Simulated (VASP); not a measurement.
# W (Fd-3m) in VASP: single point with PBEsol

Aim: the single point of W with PBEsol.

Everything below comes from runs of VASP 6.6.1. Logs are shortened: lines on timing, memory, paths and dates and some standing lists are left out, and cuts for length are marked.

**1. The cell of the first run**

It takes space group Fd-3m (No. 227, cubic). Conventional cell: a = 5.762 Å, b = 5.762 Å, c = 5.762 Å, α = 90.00°, β = 90.00°, γ = 90.00°. W (site symmetry -43m) has 4 W at 2.50 Å within 3.3 Å.

**2. Single point, PBEsol**

INCAR reads:

```
SYSTEM = W
PREC = Accurate
ENCUT = 520
EDIFF = 1E-7
ISMEAR = -1
SIGMA = 0.13605693000000002
LREAL = .False.
LASPH = .True.
NELM = 60
ALGO = Normal
ISIF = 2
LWAVE = .False.
LCHARG = .False.
GGA = PS
NBANDS = 21
```

KPOINTS reads:

```
Automatic mesh
0
Gamma
  8 8 8
  0 0 0
```

POSCAR reads:

```
W
1.0
    0.0000000000      2.8810898010      2.8810898010
    2.8810898010      0.0000000000      2.8810898010
    2.8810898010      2.8810898010      0.0000000000
W
2
Direct
    0.0000000000      0.0000000000      0.0000000000
    0.2500000000      0.2500000000      0.2500000000
```

Potentials or basis: VASP PAW PBE potentials, release 64 (W_sv).

On the command line:

```sh
> cat potpaw_PBE.64/W_sv/POTCAR > POTCAR
> mpirun -np 1 vasp_std > vasp.out
```

OUTCAR:

```text
SYSTEM = W
   PREC = Accurate
   ENCUT = 520
   EDIFF = 1E-7
   ISMEAR = -1
   LREAL = .False.
   LASPH = .True.
   NELM = 60
   ISIF = 2
   GGA = PS

 ion  position               nearest neighbor table
   1  0.000  0.000  0.000-   2 2.50   2 2.50   2 2.50   2 2.50
   2  0.250  0.250  0.250-   1 2.50   1 2.50   1 2.50   1 2.50

  LATTYP: Found a face centered cubic cell.
 ALAT       =     5.7621796020

  Lattice vectors:

 A1 = (   0.0000000000,   2.8810898010,   2.8810898010)
 A2 = (   2.8810898010,   0.0000000000,   2.8810898010)
 A3 = (   2.8810898010,   2.8810898010,   0.0000000000)

Analysis of symmetry for initial positions (statically):
=====================================================================
 Subroutine PRICEL returns:
 Original cell was already a primitive cell.

 Routine SETGRP: Setting up the symmetry group for a
 face centered cubic supercell.

 Subroutine GETGRP returns: Found 48 space group operations
 (whereof 24 operations were pure point group operations)
 out of a pool of 48 trial point group operations.

The static configuration has the point symmetry T_d .
 The point group associated with its full space group is O_h .

Analysis of symmetry for dynamics (positions and initial velocities):
=====================================================================
 Subroutine PRICEL returns:
 Original cell was already a primitive cell.

 Routine SETGRP: Setting up the symmetry group for a
 face centered cubic supercell.

 Subroutine GETGRP returns: Found 48 space group operations
 (whereof 24 operations were pure point group operations)
 out of a pool of 48 trial point group operations.

The dynamic configuration has the point symmetry T_d .
 The point group associated with its full space group is O_h .

 Subroutine INISYM returns: Found 48 space group operations
 (whereof 24 operations are pure point group operations),
 and found     1 'primitive' translations

----------------------------------------------------------------------------------------

                                     Primitive cell

  volume of cell :      47.8300

  direct lattice vectors                    reciprocal lattice vectors
     0.000000000  2.881089801  2.881089801    -0.173545441  0.173545441  0.173545441
     2.881089801  0.000000000  2.881089801     0.173545441 -0.173545441  0.173545441
     2.881089801  2.881089801  0.000000000     0.173545441  0.173545441 -0.173545441

  length of vectors
     4.074476271  4.074476271  4.074476271     0.300589521  0.300589521  0.300589521

  position of ions in fractional coordinates (direct lattice)
     0.000000000  0.000000000  0.000000000
     0.250000000  0.250000000  0.250000000

  ion indices of the primitive-cell ions
   primitive index   ion index
                 1           1
                 2           2

----------------------------------------------------------------------------------------

 KPOINTS: Automatic mesh

Automatic generation of k-mesh.
 Grid dimensions read from file:
 generate k-points for:    8    8    8

 Generating k-lattice:

  Cartesian coordinates                     Fractional coordinates (reciprocal lattice)
    -0.021693180  0.021693180  0.021693180     0.125000000  0.000000000  0.000000000
     0.021693180 -0.021693180  0.021693180     0.000000000  0.125000000  0.000000000
     0.021693180  0.021693180 -0.021693180     0.000000000  0.000000000  0.125000000

  Length of vectors
     0.037573690  0.037573690  0.037573690

  Shift w.r.t. Gamma in fractional coordinates (k-lattice)
     0.000000000  0.000000000  0.000000000

 Subroutine IBZKPT returns following result:
 ===========================================

 Found     29 irreducible k-points:

 Following reciprocal coordinates:
            Coordinates               Weight
  0.000000  0.000000  0.000000      1.000000
  0.125000  0.000000  0.000000      8.000000
  0.250000  0.000000  0.000000      8.000000
  0.375000  0.000000  0.000000      8.000000
  0.500000  0.000000  0.000000      4.000000
  0.125000  0.125000  0.000000      6.000000
[... 16 lines left out ...]
  0.500000  0.250000  0.125000     48.000000
 -0.375000  0.250000  0.125000     24.000000
 [... further k-points ...]
   k-points           NKPTS =     29   k-points in BZ     NKDIM =     29   number of bands    NBANDS=     21
   number of dos      NEDOS =    301   number of ions     NIONS =      2
   total plane-waves  NPLWV =  27000
   dimension x,y,z NGX =    30 NGY =   30 NGZ =   30
   dimension x,y,z NGXF=    60 NGYF=   60 NGZF=   60
   ions per type =               2
   NGX,Y,Z   is equivalent  to a cutoff of  12.24, 12.24, 12.24 a.u.
   NGXF,Y,Z  is equivalent  to a cutoff of  24.48, 24.48, 24.48 a.u.
 SYSTEM =  W
   PREC   = accura    normal or accurate (medium, high low for compatibility)
   ISTART =      0    job   : 0-new  1-cont  2-samecut
   ICHARG =      2    charge: 1-file 2-atom 10-const
   ISPIN  =      1    spin polarized calculation?
   LNONCOLLINEAR =      F non collinear calculations
   LSORBIT =      F    spin-orbit coupling
   LASPH  =      T    aspherical Exc in radial PAW
   ENCUT  =  520.0 eV  38.22 Ry    6.18 a.u.   7.58  7.58  7.58*2*pi/ulx,y,z
   NELM   =     60;   NELMIN=  2; NELMDL= -5     # of ELM steps
   EDIFF  = 0.1E-06   stopping-criterion for ELM
   LREAL  =      F    real-space projection
   EDIFFG = 0.1E-05   stopping-criterion for IOM
   NSW    =      0    number of steps for IOM
   IBRION =     -1    ionic relax: 0-MD 1-quasi-New 2-CG
   NFREE  =      0    steps in history (QN), initial steepest desc. (CG)
   ISIF   =      2    stress and relaxation
   ISYM   =      2    0-nonsym 1-usesym 2-fastsym
   POTIM  = 0.5000    time-step for ionic-motion
   TEBEG  =    0.0;   TEEND  =   0.0 temperature during run
   PSTRESS=    0.0 pullay stress
   NELECT =      28.0000    total number of electrons
   NUPDOWN=      -1.0000    fix difference up-down
   EMIN   =  10.00;   EMAX   =-10.00  energy-range for DOS
   EFERMI =   0.00;   METHOD = LEGACY
   ISMEAR =    -1;   SIGMA  =   0.14  broadening in eV -4-tet -1-fermi 0-gaus
   EFERMI_NEDOS =   21; number of points for ismear=-14 and -15
   IALGO  =     38    algorithm
   IMIX   =      4    mixing-type and parameters
     AMIX     =   0.40;   BMIX     =  1.00
     AMIX_MAG =   1.60;   BMIX_MAG =  1.00
  volume/ion in A,a.u.               =      23.91       161.39
  Fermi-wavevector in a.u.,A,eV,Ry     =   1.369496  2.587972 25.517983  1.875519
  Thomas-Fermi vector in A             =   2.495366
   LORBIT       =      0    0 simple, 1 ext, 2 COOP (PROOUT), +10 PAW based schemes
   GGA     = PS    functional components
   LHFCALC =     F    Hartree Fock is set to
   AEXX    =    0.0000 exact exchange contribution
   IVDW    =     0    specifies the selected vdW correction
   LEPSILON=     F    determine dielectric tensor
   LRPA    =     F    only Hartree local field effects (RPA)
 non-spin polarized calculation
  energy-cutoff  :      520.00
  volume of cell :       47.83
 maximum number of plane-waves:      1308
   NGX = 15   NGY = 15   NGZ = 15

 number of electron      28.0000003 magnetization

 Free energy of the ion-electron system (eV)
  ---------------------------------------------------
  ext. energy  EPLUGINS =         0.00000000
  ---------------------------------------------------
  free energy    TOTEN  =       -22.02949524 eV

  energy without entropy =      -21.85991221  energy(sigma->0) =      -21.94470373

 E-fermi :   5.3940     XC(G=0): -11.0998

 val. band max:        5.3747988032   @ k =  -0.3750   0.2500   0.0000
 cond. band min:       5.4082440062   @ k =   0.5000   0.3750   0.1250
 fundamental gap:      0.0334452030
 Fermi energy:         5.3940459926

 k-point     1 :       0.0000    0.0000    0.0000
  band No.  band energies     occupation
      1     -67.7260      2.00000
      2     -67.3664      2.00000
      3     -32.3453      2.00000
      4     -32.3453      2.00000
      5     -32.3453      2.00000
      6     -31.3457      2.00000
[... 13 lines left out ...]
     20      16.1269      0.00000
     21      16.4240      0.00000

 k-point     2 :       0.1250    0.0000    0.0000
  band No.  band energies     occupation
      1     -67.7160      2.00000
      2     -67.3768      2.00000
      3     -32.3630      2.00000
      4     -32.3630      2.00000
      5     -32.3429      2.00000
      6     -31.3498      2.00000
[... 13 lines left out ...]
     20      15.6485      0.00000
     21      16.6468      0.00000

 k-point     3 :       0.2500    0.0000    0.0000
  band No.  band energies     occupation
      1     -67.6889      2.00000
      2     -67.4047      2.00000
      3     -32.4032      2.00000
      4     -32.4032      2.00000
      5     -32.3377      2.00000
      6     -31.3587      2.00000
[... 13 lines left out ...]
     20      13.9637      0.00000
     21      15.3187      0.00000

 k-point     4 :       0.3750    0.0000    0.0000
  band No.  band energies     occupation
      1     -67.6549      2.00000
      2     -67.4393      2.00000
      3     -32.4405      2.00000
      4     -32.4405      2.00000
      5     -32.3335      2.00000
      6     -31.3664      2.00000
[... 13 lines left out ...]
     20      11.3656      0.00000
     21      15.2425      0.00000

 k-point     5 :       0.5000    0.0000    0.0000
  band No.  band energies     occupation
      1     -67.6372      2.00000
      2     -67.4575      2.00000
      3     -32.4552      2.00000
      4     -32.4552      2.00000
      5     -32.3321      2.00000
      6     -31.3691      2.00000
[... 13 lines left out ...]
     20      10.2537      0.00000
     21      15.2494      0.00000

 k-point     6 :       0.1250    0.1250    0.0000
  band No.  band energies     occupation
      1     -67.7125      2.00000
      2     -67.3804      2.00000
      3     -32.3837      2.00000
      4     -32.3837      2.00000
      5     -32.3087      2.00000
      6     -31.3865      2.00000
[... 13 lines left out ...]
     20      15.5521      0.00000
     21      17.1092      0.00000

 k-point     7 :       0.2500    0.1250    0.0000
  band No.  band energies     occupation
      1     -67.6906      2.00000
      2     -67.4030      2.00000
      3     -32.4260      2.00000
      4     -32.4247      2.00000
      5     -32.2769      2.00000
      6     -31.4216      2.00000
[... 13 lines left out ...]
     20      14.8346      0.00000
     21      15.4274      0.00000
[... 291 lines left out ...]
      1     -67.5739      2.00000
      2     -67.5213      2.00000
      3     -32.5877      2.00000
      4     -32.5334      2.00000
      5     -31.9784      2.00000
      6     -31.7293      2.00000
[... 13 lines left out ...]
     20      10.5782      0.00000
     21      11.3952      0.00000

 k-point    21 :       0.5000    0.5000    0.0000
  band No.  band energies     occupation
      1     -67.5477      2.00000
      2     -67.5477      2.00000
      3     -32.5658      2.00000
      4     -32.5658      2.00000
      5     -31.8593      2.00000
      6     -31.8593      2.00000
[... 13 lines left out ...]
     20      10.2078      0.00000
     21      11.0344      0.00000

 k-point    22 :       0.3750    0.2500    0.1250
  band No.  band energies     occupation
      1     -67.6645      2.00000
      2     -67.4296      2.00000
      3     -32.4927      2.00000
      4     -32.4497      2.00000
      5     -32.2183      2.00000
      6     -31.4831      2.00000
[... 13 lines left out ...]
     20      13.5115      0.00000
     21      14.1074      0.00000

 k-point    23 :       0.5000    0.2500    0.1250
  band No.  band energies     occupation
      1     -67.6303      2.00000
      2     -67.4643      2.00000
      3     -32.5412      2.00000
      4     -32.4825      2.00000
      5     -32.1595      2.00000
      6     -31.5420      2.00000
[... 13 lines left out ...]
     20      11.4029      0.00000
     21      13.2806      0.00000

 k-point    24 :      -0.3750    0.2500    0.1250
  band No.  band energies     occupation
      1     -67.6110      2.00000
      2     -67.4839      2.00000
      3     -32.5583      2.00000
      4     -32.4977      2.00000
      5     -32.1324      2.00000
      6     -31.5689      2.00000
[... 13 lines left out ...]
     20      10.4386      0.00000
     21      13.1177      0.00000

 [... further k-points ...]

------------------------ aborting loop because EDIFF is reached ----------------------------------------

  FORCE on cell =-STRESS in cart. coord.  units (eV):
  Direction    XX          YY          ZZ          XY          YZ          ZX
  --------------------------------------------------------------------------------------
  -------------------------------------------------------------------------------------
  Total        0.1790095      0.1790095      0.1790095      0.0000000     -0.0000000      0.0000000
  in kB        5.9963401      5.9963401      5.9963401      0.0000000     -0.0000000      0.0000000
  external PRESSURE =       5.9963401 kB  Pullay stress =       0.0000000 kB

 VOLUME and BASIS-vectors are now :
 -----------------------------------------------------------------------------
  energy-cutoff  :      520.00
  volume of cell :       47.83
      direct lattice vectors                 reciprocal lattice vectors
     0.000000000  2.881089801  2.881089801    -0.173545441  0.173545441  0.173545441
     2.881089801  0.000000000  2.881089801     0.173545441 -0.173545441  0.173545441
     2.881089801  2.881089801  0.000000000     0.173545441  0.173545441 -0.173545441

 POSITION                                       TOTAL-FORCE (eV/Angst)
 -----------------------------------------------------------------------------------
      0.00000      0.00000      0.00000        -0.000000     -0.000000     -0.000000
      1.44054      1.44054      1.44054         0.000000      0.000000      0.000000
 -----------------------------------------------------------------------------------
    total drift:                                0.000000     -0.000000      0.000000

  FREE ENERGIE OF THE ION-ELECTRON SYSTEM (eV)
  ---------------------------------------------------
  free  energy   TOTEN  =       -22.0294952378 eV

  energy  without entropy=      -21.8599122127  energy(sigma->0) =      -21.94470373
```

Wall time 25 s (1 thread of Intel Xeon 6975P-C, shared host); peak memory 0.17 GiB.

Results:

```yaml
Free_energy: -22.0295 eV
Pressure: 0.6 GPa
Band_gap_on_the_k_mesh: zero (band 14 reaches 5.79 eV, above the bottom of band 15 at 4.97 eV)
```

Levels at points of the mesh, in eV from the Fermi level:
```csv
k point,band 12,band 13,band 14,band 15,band 16,band 17
"(0.00, 0.00, 0.00)",-1.12,-1.12,-1.12,1.57,1.57,1.57
"(0.50, 0.00, 0.00)",-1.77,-1.30,-1.30,-0.40,2.78,2.78
"(0.50, 0.50, 0.00)",-1.28,-1.22,-1.22,1.06,1.06,4.73
```

Caveat: the PAW data sets were made with another functional, which shifts forces and pressure a little; spin-orbit coupling is left out, which moves the levels of the heavy elements.
